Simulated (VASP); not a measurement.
Crystal: CaHN.

```
CELL_PARAMETERS angstrom
-1.76404 1.76404 2.83903
1.76404 -1.76404 2.83903
1.76404 1.76404 -2.83903
ATOMIC_POSITIONS crystal
Ca 0.05172 0.05172 0.00000
H 0.63994 0.63994 0.00000
N 0.45835 0.45835 0.00000
```

Program: VASP 6.6.1. Alike in all runs: task single point; level LDA; potentials or basis VASP PAW LDA potentials, release 64 (Ca_sv, H, N); no spin polarisation; cell as given; cutoff (eV) 520; smearing gaussian 0.01 eV. Hardware: 1 thread of Intel Xeon 8259CL, with other jobs on the host.

Order these runs on this cell by their wall time, lowest first.
A. k mesh 7 × 7 × 7
B. k mesh 3 × 3 × 3
C. k mesh 9 × 9 × 9

B (9.1 s), A (34 s), C (72 s).

Caveats: some runs use coarse meshes.
